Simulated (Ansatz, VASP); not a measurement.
One calculation of TiTe2, two programs

```
Ti Te
1.0
     1.88006    1.08545    6.81515
    -1.88006    1.08545    6.81515
     0.00000   -2.17091    6.81515
Ti Te
1 2
Direct
  0.99969 0.99969 0.99969
  0.41913 0.41913 0.41913
  0.24784 0.24784 0.24784
```

Alike in both runs: task single point; functional PBE; k mesh 6 × 6 × 6; occupations fermi-dirac, width 0.02 eV; collinear spin.

|  | VASP | Ansatz |
| --- | --- | --- |
| version | VASP 6.6.1 | Ansatz 0.2.0 |
| potentials or method | VASP PAW PBE potentials, release 64 (Ti_sv, Te) | plane waves |
| plane-wave cutoff (eV) | 500 | 420 |
| valence electrons in the cell | 24 | 44 |

Ansatz gave:

- gap on the k mesh at the Fermi level (eV): none
- pressure (GPa): 1.0
- traceless stress, the component that is largest in VASP (GPa): 0.28
- rms of the force components (eV/Å): 0.061
- net moment per atom (μB): 0.02
- size of the moment on the site where the two differ most (μB): 0.05

Problem. Which values does VASP return?

Solution. gap on the k mesh at the Fermi level (eV): none; pressure (GPa): 1.0; traceless stress, the component that is largest in VASP (GPa): 0.30; rms of the force components (eV/Å): 0.068; net moment per atom (μB): 0.01; size of the moment on the site where the two differ most (μB): 0.01.

Site moments also hang on the region over which each program counts them. Atom by atom the forces differ by 0.007 eV/Å (rms over components). A gap of «none» marks a metal or a gap that the smearing closes. VASP's potentials hold 24 valence electrons a cell and Ansatz's 44, so a difference there can come from the potentials and not from the codes. Ansatz's warnings: moment headroom below auto, seeded moment not kept.

Neither program's run includes spin-orbit coupling.
